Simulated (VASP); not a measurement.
Here is a VASP 6.6.1 calculation.

Contents of INCAR:

```
SYSTEM = CdSe
ALGO = Normal ; EDIFF = 1E-6
ENCUT = 520 ; GGA = CA
ISIF = 2 ; ISMEAR = 0
LASPH = .TRUE. ; LCHARG = .FALSE.
LREAL = .FALSE. ; LWAVE = .FALSE.
NBANDS = 26 ; NELM = 80
PREC = Accurate ; SIGMA = 0.01
```

KPOINTS

```
k-points
0
G
  6 6 4
  0 0 0
```

File POSCAR:

```
CdSe
1.0
    4.2258471399      0.0000000000      0.0000000000
   -2.1129235699      3.6596909756      0.0000000000
    0.0000000000      0.0000000000      6.9737369976
Cd Se
2 2
Direct
    0.3333333333      0.6666666667      0.0059482096
    0.6666666667      0.3333333333      0.5059482096
    0.3333333333      0.6666666667      0.3790517904
    0.6666666667      0.3333333333      0.8790517904
```

Potentials or basis: VASP PAW LDA potentials, release 64 (Cd, Se).

The run is started by

```sh
$ cat potpaw_LDA.64/Cd/POTCAR potpaw_LDA.64/Se/POTCAR > POTCAR
$ mpirun -np 1 vasp_std > vasp.out
```

Task: What does it give for the largest force?

Result: 0.003 eV/Å.

Task: What does it give for the band gap on the k mesh?

Result: 0.48 eV, direct.

Task: What does it give for the pressure?

Result: 0.8 GPa.

Stress tensor (GPa, compression positive):
```
0.99 0.00 0.00
0.00 0.99 0.00
0.00 0.00 0.50
```

Caveat: the cell differs from its parent crystal (film at in-plane strain -0.005).
